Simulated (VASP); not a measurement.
TiAl3:

```
CELL_PARAMETERS angstrom
0.00000 3.97663 3.97663
3.97663 0.00000 3.97663
3.97663 3.97663 0.00000
ATOMIC_POSITIONS crystal
Ti 0.75000 0.75000 0.75000
Ti 0.00000 0.00000 0.00000
Al 0.69828 0.30172 0.30172
Al 0.30172 0.69828 0.69828
Al 0.30172 0.69828 0.30172
Al 0.69828 0.30172 0.69828
Al 0.30172 0.30172 0.69828
Al 0.69828 0.69828 0.30172
```

* Program: VASP 6.6.1
* Task: relaxation of cell and atoms
* Functional: PBE
* Potentials or basis: VASP PAW PBE potentials, release 64 (Ti_sv, Al)
* Cutoff: 600 eV
* k mesh: 4 × 4 × 4
* Occupations: gaussian, width 0.2 eV
* Spin: no spin polarisation

At the start: pressure 44.9 GPa; volume 15.72 Å³/atom.

Question: How do energy, volume and symmetry change on relaxing?

Answer: Over 9 steps the energy falls by 890.3 meV/atom and the volume is 21.34 Å³/atom (+35.7 %); space group F-43m (No. 216, to 0.05 Å).

Step by step:
| step | energy change (eV) | largest force (eV/Å) | pressure (GPa) | volume (Å³) |
| --- | --- | --- | --- | --- |
| 1 | 0.0000 | 7.2185 | 44.87 | 125.77 |
| 2 | -3.9554 | 1.1581 | -15.61 | 224.14 |
| 3 | -6.9505 | 0.8590 | -0.54 | 171.42 |
| 4 | -6.9984 | 0.7424 | 0.40 | 168.68 |
| 5 | -7.0248 | 0.5514 | 1.88 | 164.90 |
| 6 | -7.0232 | 0.5985 | 1.53 | 165.75 |
| 7 | -7.1026 | 0.3027 | -0.32 | 171.02 |
| 8 | -7.1075 | 0.2146 | -0.85 | 172.73 |
| 9 | -7.1227 | 0.0263 | -0.07 | 170.71 |

Final structure:
```xyz
8
Lattice="0.0000 4.4029 4.4029 4.4029 0.0000 4.4029 4.4029 4.4029 0.0000" Properties=species:S:1:pos:R:3 pbc="T T T"
Ti    6.6044    6.6044    6.6044
Ti    0.0000    0.0000    0.0000
Al    2.4893    4.4029    4.4029
Al    6.3166    4.4029    4.4029
Al    4.4029    2.4893    4.4029
Al    4.4029    6.3166    4.4029
Al    4.4029    4.4029    2.4893
Al    4.4029    4.4029    6.3166
```

Caveat: the volume moved by over 15 % at a fixed basis, so the end points are rough; the relaxation stopped at a loose force limit of 0.08 eV/Å, so its end isn't a converged minimum.
